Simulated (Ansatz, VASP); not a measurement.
KF: VASP beside Ansatz

```
CELL_PARAMETERS angstrom
0.00000 2.69997 2.69997
2.69997 0.00000 2.69997
2.69997 2.69997 0.00000
ATOMIC_POSITIONS crystal
K 0.00000 0.00000 0.00000
F 0.50000 0.50000 0.50000
```

Change from the starting cell: volume scaled by 1.03.

Alike in both runs: task single point; functional PBE; k mesh 9 × 9 × 9; occupations fermi-dirac, width 0.01 eV; no spin polarisation.

```csv
,VASP,Ansatz
version,VASP 6.6.1,Ansatz 0.2.0
potentials or method,"VASP PAW PBE potentials, release 64 (K_sv, F), cutoff 520 eV","all-electron LAPW, scalar-relativistic"
```

Ansatz gave:

```
gap on the k mesh at the Fermi level (eV) : 6.02
pressure (GPa)                            : 0.3
```

Problem. Which values does VASP return?

Solution. gap on the k mesh at the Fermi level (eV): 6.00; pressure (GPa): 0.4.

Ansatz ran all-electron here, and VASP with PAW potentials.
